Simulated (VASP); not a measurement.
# Si6O11 (a cell with a defect) in VASP: further runs, part 2 of 2

VASP 6.6.1.

## Step 3: Single point, PBE+D3(BJ) (atom 14 moved 0.875 of the way to it and +0.250 Å across, host rigid)

File INCAR:

```
SYSTEM = Si6O11
ALGO = Normal ; EDIFF = 1E-6
ENCUT = 520 ; GGA = PE
ISIF = 2 ; ISMEAR = 0
IVDW = 12 ; LASPH = .TRUE.
LCHARG = .FALSE. ; LREAL = Auto
LWAVE = .FALSE. ; NBANDS = 59
NELECT = 88.0 ; NELM = 100
PREC = Accurate ; SIGMA = 0.05
```

File KPOINTS:

```
k-points
0
G
  4 4 2
  0 0 0
```

File POSCAR:

```
Si6O11
1.0
   -2.4573906087      4.2563253884      0.0000000000
    0.0000000000      0.0000000000      5.4210324304
    7.3721718262      4.2563253883      0.0000000000
Si O
6 11
Direct
    0.7669799462      0.6666666667      0.2330200538
    0.2669799462      0.6666666667      0.7330200538
    0.9660401075      0.3333333333      0.5000000000
    0.4660401075      0.3333333333      0.0000000000
    0.2669799462      0.0000000000      0.2669799462
    0.7669799462      0.0000000000      0.7669799462
    0.2730030153      0.2203350802      0.1370425925
    0.7730030153      0.2203350802      0.6370425925
    0.0690623811      0.8870017469      0.7949771961
    0.6579346037      0.5536684135      0.0679802114
    0.1579346037      0.5536684135      0.5679802114
    0.0690623811      0.7796649198      0.2050228039
    0.5690623811      0.7796649198      0.7050228039
    0.5246367749     -0.1103562166      0.3361985799
    0.6579346037      0.1129982531      0.9320197886
    0.7730030153      0.4463315865      0.3629574075
    0.2730030153      0.4463315865      0.8629574075
```

Potentials or basis: VASP PAW PBE potentials, release 64 (Si, O).

On the command line:

```sh
> cat potpaw_PBE.64/Si/POTCAR potpaw_PBE.64/O/POTCAR > POTCAR
> mpirun -np 1 vasp_std > vasp.out
```

OUTCAR:

```text
SYSTEM = Si6O11
   EDIFF = 1E-6
   ENCUT = 520
   GGA = PE
   ISIF = 2
   ISMEAR = 0
   IVDW = 12
   LASPH = .TRUE.
   LREAL = Auto
   NELECT = 88.0
   NELM = 100
   PREC = Accurate
 IVDW          = 12

 ion  position               nearest neighbor table
   1  0.767  0.667  0.233-  12 1.62  10 1.62  16 1.63  14 1.91   5 3.06   5 3.06   3 3.06   4 3.06

   2  0.267  0.667  0.733-  13 1.62  11 1.62  17 1.63   9 1.63   6 3.06   6 3.06   4 3.06   3 3.06

   3  0.966  0.333  0.500-   8 1.62  16 1.62  11 1.63   6 3.06   1 3.06   5 3.06   2 3.06
[... 1426 lines left out ...]
  Total     -22.22097   -12.34991   -19.24843     0.82952    -0.14721    -5.44222
  in kB    -156.97215   -87.24158  -135.97370     5.85983    -1.03989   -38.44462
  external pressure =     -126.73 kB  Pullay stress =        0.00 kB

 VOLUME and BASIS-vectors are now :
 -----------------------------------------------------------------------------
  energy-cutoff  :      520.00
  volume of cell :      226.80
      direct lattice vectors                 reciprocal lattice vectors
    -2.457390609  4.256325388  0.000000000    -0.101733928  0.176208333  0.000000000
     0.000000000  0.000000000  5.421032430     0.000000000  0.000000000  0.184466707
     7.372171826  4.256325388  0.000000000     0.101733928  0.058736111  0.000000000

 POSITION                                       TOTAL-FORCE (eV/Angst)
 -----------------------------------------------------------------------------------
     -0.16691      4.25633      3.61402         0.826129     -1.589517      0.583656
      4.74788      4.25633      3.61402         1.048531      1.432718      0.203500
      1.31215      6.23994      1.80701         2.503156     -0.691256      2.780716
     -1.14524      1.98362      1.80701        -1.345380     -0.389899      0.498408
      1.31215      2.27271      0.00000        -2.648556     -3.460796      0.510351
      3.76954      6.52903      0.00000         1.046891      0.396390     -1.241704
[... 9 lines left out ...]
      0.77621      4.83502      2.41958         0.043448      0.603469     -1.075364
      5.69100      4.83502      2.41958         0.036659     -0.009589     -0.164918
 -----------------------------------------------------------------------------------
    total drift:                                0.000287     -0.003244     -0.003764

  FREE ENERGIE OF THE ION-ELECTRON SYSTEM (eV)
  ---------------------------------------------------
  free  energy   TOTEN  =      -136.3991042017 eV

  energy  without entropy=     -136.3906895293  energy(sigma->0) =     -136.39489687
```

OSZICAR:

```text
N       E                     dE             d eps       ncg     rms          rms(c)
DAV:   1     0.524198735227E+03    0.52420E+03   -0.45692E+04  2376   0.137E+03
DAV:   2    -0.108018913586E+03   -0.63222E+03   -0.61419E+03  2794   0.313E+02
DAV:   3    -0.151415638237E+03   -0.43397E+02   -0.43172E+02  2904   0.873E+01
DAV:   4    -0.151994641067E+03   -0.57900E+00   -0.57765E+00  2984   0.109E+01
DAV:   5    -0.152004671657E+03   -0.10031E-01   -0.10023E-01  2944   0.137E+00    0.332E+01
DAV:   6    -0.134221888216E+03    0.17783E+02   -0.68528E+01  2696   0.326E+01    0.157E+01
DAV:   7    -0.134006403547E+03    0.21548E+00   -0.29798E+00  2928   0.840E+00    0.604E+00
DAV:   8    -0.133995274625E+03    0.11129E-01   -0.53376E-01  2856   0.332E+00    0.293E+00
DAV:   9    -0.134052740618E+03   -0.57466E-01   -0.10433E+00  2960   0.232E+00    0.354E+00
DAV:  10    -0.133995358364E+03    0.57382E-01   -0.12433E+00  3458   0.222E+00    0.925E-01
DAV:  11    -0.133989400833E+03    0.59575E-02   -0.23524E-02  2960   0.872E-01    0.579E-01
DAV:  12    -0.133987147009E+03    0.22538E-02   -0.14619E-02  2824   0.543E-01    0.262E-01
DAV:  13    -0.133987238151E+03   -0.91142E-04   -0.10530E-03  2936   0.160E-01    0.214E-01
DAV:  14    -0.133986794923E+03    0.44323E-03   -0.15977E-03  3008   0.148E-01    0.418E-02
DAV:  15    -0.133986804880E+03   -0.99569E-05   -0.17518E-04  2952   0.582E-02    0.147E-02
DAV:  16    -0.133986808614E+03   -0.37345E-05   -0.16322E-05  2808   0.196E-02    0.989E-03
DAV:  17    -0.133986809614E+03   -0.10001E-05   -0.43790E-06  2320   0.110E-02    0.645E-03
DAV:  18    -0.133986810252E+03   -0.63799E-06   -0.42559E-06  2592   0.956E-03
   1 F= -.13639910E+03 E0= -.13639490E+03  d E =-.841467E-02
```

It took 4.2 min on 1 thread of Intel Xeon 6975P-C (Granite Rapids), shared host; peak memory 0.36 GiB.

What came out:

- Free energy: -136.3991 eV
- Largest force: 5.353 eV/Å
- Dispersion energy per atom: -0.142 eV

Forces in eV/Å, atoms in the order of the input:
```
Si   0.826 -1.590  0.584
Si   1.049  1.433  0.203
Si   2.503 -0.691  2.781
Si  -1.345 -0.390  0.498
Si  -2.649 -3.461  0.510
Si   1.047  0.396 -1.242
O    2.215  0.261 -0.888
O   -1.742 -0.005  0.067
O   -0.406 -0.149  0.018
O    0.867  0.778  1.022
O   -1.293 -1.022 -1.234
O    1.158 -0.274  1.043
O   -0.251 -0.122  0.046
O   -2.308  4.202 -2.382
O    0.249  0.041  0.215
O    0.043  0.603 -1.075
O    0.037 -0.010 -0.165
```

Levels at points of the mesh, in eV from the Fermi level:
```csv
k point,band 42,band 43,band 44,band 45,band 46,band 47
"(0.00, 0.00, 0.00)",-0.72,-0.32,-0.11,-0.03,4.34,5.92
"(0.50, 0.00, 0.00)",-0.67,-0.21,-0.07,0.20,4.13,6.03
"(0.00, 0.50, 0.00)",-0.55,-0.41,-0.05,0.21,4.09,6.21
"(0.50, 0.50, 0.00)",-0.59,-0.56,-0.45,0.15,4.41,6.54
"(0.00, 0.00, 0.50)",-0.73,-0.32,-0.06,0.04,4.19,6.27
"(0.50, 0.00, 0.50)",-0.65,-0.24,-0.08,0.15,4.16,6.04
"(0.00, 0.50, 0.50)",-0.60,-0.45,-0.03,0.25,4.07,6.24
"(0.50, 0.50, 0.50)",-0.57,-0.53,-0.35,0.05,4.40,6.57
```

Caveat: the k points lie up to 0.37 Å⁻¹ apart; the cell carries a net charge on a neutralising background, which shifts energy and pressure; the cell differs from its parent crystal (atom 14 moved 0.875 of the way to it and +0.250 Å across, host rigid); the cell is charged against a uniform background, so pressure and absolute levels hang on convention.

## Step 4: Single point, PBE+D3(BJ) (atom 14 moved 0.125 of the way to it and -0.500 Å across, host rigid)

File INCAR:

```
ALGO = Normal ; EDIFF = 1E-7
ENCUT = 520 ; GGA = PE
ISIF = 2 ; ISMEAR = 0
IVDW = 12 ; LASPH = T
LCHARG = F ; LREAL = Auto
LWAVE = F ; NBANDS = 59
NELECT = 88.0 ; NELM = 100
PREC = Accurate ; SIGMA = 0.05
```

File KPOINTS:

```
k-points
0
Gamma
  4 4 2
```

POSCAR: that of step 3 with these lines changed.

```diff
@@ -21,3 +21,3 @@
     0.5690623811      0.7796649198      0.7050228039
-    0.5246367749     -0.1103562166      0.3361985799
+    0.1953948438      0.1359637434      0.3667073452
     0.6579346037      0.1129982531      0.9320197886
```

On the command line:

```sh
> cat potpaw_PBE.64/Si/POTCAR potpaw_PBE.64/O/POTCAR > POTCAR
> mpirun -np 1 vasp_std > vasp.out
```

It took 4 min on 1 thread of Intel Xeon 6975P-C (Granite Rapids), shared host; peak memory 0.36 GiB.

Results (log left out):

- Free energy: -128.0440 eV
- Largest force: 54.122 eV/Å
- Dispersion energy per atom: -0.142 eV

Forces in eV/Å, atoms in the order of the input:
```
Si   -1.660   0.647  -2.603
Si    0.363   0.165  -0.138
Si   -0.731   1.432   0.357
Si   -0.551  -1.200  -0.841
Si  -37.250  -7.394 -27.612
Si    0.305   0.338  -0.392
O    -3.699  -0.336  -0.063
O    -1.557  -0.022  -0.146
O    -0.112   0.060   0.043
O     0.645   0.797   1.447
O    -0.641  -0.539  -0.725
O     0.180   0.008  -0.212
O    -0.216  -0.042   0.122
O    44.580   6.670  29.955
O     0.278   0.236   0.258
O    -0.030  -0.885   0.570
O     0.096   0.066  -0.020
```

Levels at points of the mesh, in eV from the Fermi level:
| k point | band 42 | band 43 | band 44 | band 45 | band 46 | band 47 |
| --- | --- | --- | --- | --- | --- | --- |
| (0.00, 0.00, 0.00) | -0.52 | -0.33 | -0.14 | -0.02 | 5.26 | 5.78 |
| (0.50, 0.00, 0.00) | -0.25 | -0.13 | -0.04 | 0.72 | 3.87 | 6.53 |
| (0.00, 0.50, 0.00) | -0.32 | -0.19 | -0.02 | 0.13 | 4.67 | 6.44 |
| (0.50, 0.50, 0.00) | -0.57 | -0.45 | -0.28 | 0.56 | 4.21 | 6.38 |
| (0.00, 0.00, 0.50) | -0.47 | -0.29 | -0.13 | -0.03 | 5.26 | 5.69 |
| (0.50, 0.00, 0.50) | -0.25 | -0.12 | -0.05 | 0.73 | 3.88 | 6.38 |
| (0.00, 0.50, 0.50) | -0.36 | -0.27 | -0.02 | 0.12 | 4.70 | 6.46 |
| (0.50, 0.50, 0.50) | -0.58 | -0.35 | -0.15 | 0.53 | 4.21 | 6.49 |

Caveat: the k points lie up to 0.37 Å⁻¹ apart; the cell carries a net charge on a neutralising background, which shifts energy and pressure; the cell differs from its parent crystal (atom 14 moved 0.125 of the way to it and -0.500 Å across, host rigid); the cell is charged against a uniform background, so pressure and absolute levels hang on convention.
